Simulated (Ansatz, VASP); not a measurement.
## HfO2: VASP beside Ansatz

The input INCAR:

```
PREC     = Accurate       # precision mode
ENCUT    = 600            # plane-wave cutoff, eV
EDIFF    = 1E-6           # SCF threshold, eV
ISMEAR   = 0              # smearing method
SIGMA    = 0.01           # smearing width, eV
LREAL    = F              # projectors in reciprocal space
LASPH    = T              # aspherical terms in the spheres
NELM     = 120            # most SCF steps
ALGO     = Normal         # electronic algorithm
ISIF     = 2              # what is computed and relaxed
LWAVE    = F              # write WAVECAR
LCHARG   = F              # write CHGCAR
GGA      = PE             # functional
NBANDS   = 31             # bands
GGA_COMPAT= F
```

KPOINTS

```
Automatic mesh
0
Gamma
  6 6 4
```

The input POSCAR:

```
HfO2
1.0
    3.5580193300      0.0000000000      0.0000000000
    0.0000000000      3.5580193300      0.0000000000
    0.0000000000      0.0000000000      5.1718612100
Hf O
2 4
Direct
    0.5000000000      0.5000000000      0.5000000000
    1.0000000000      0.0000000000      1.0000000000
    1.0000000000      0.5000000000      0.6972078800
    0.5000000000      0.0000000000      0.3027921200
    0.5000000000      0.0000000000      0.8027921200
    1.0000000000      0.5000000000      1.1972078800
```

Input for Ansatz:

```yaml
crystal:
  lattice:
    a: 3.55801933
    b: 3.55801933
    c: 5.17186121
    alpha: 90.0
    beta: 90.0
    gamma: 90.0
  space_group: 137
  setting:
    hermann_mauguin: P42/nmc
    origin_choice: 1
  atoms:
    - { symbol: Hf, position: [0.5, 0.5, 0.5] }
    - { symbol: O, position: [0.0, 0.5, 0.69720788] }
basis:
  ecutwfc: 435.382179935808
kpoints:
  mp_grid:
    grid: [6, 6, 4]
scf:
  convergence:
    dr2_threshold: 1.0e-10
  occupations:
    method: fixed
output:
  eigenvalues: true
```

Alike in both runs: task single point; functional PBE; k mesh 6 × 6 × 4; no spin polarisation.

|  | VASP | Ansatz |
| --- | --- | --- |
| version | VASP 6.6.1 | Ansatz 0.2.0 |
| potentials or method | VASP PAW PBE potentials, release 64 (Hf_pv, O), cutoff 600 eV | plane waves, PAW |
| occupations | gaussian, width 0.01 eV | fixed |
| valence electrons in the cell | 44 | 76 |

Ansatz gave:

```
gap on the k mesh at the Fermi level (eV) : 4.77
```

Question: What did VASP give for the same quantities?

Answer: gap on the k mesh at the Fermi level (eV): 4.76.

VASP's potentials hold 44 valence electrons a cell and Ansatz's 76, so a difference there can come from the potentials and not from the codes.

Neither program's run includes spin-orbit coupling.
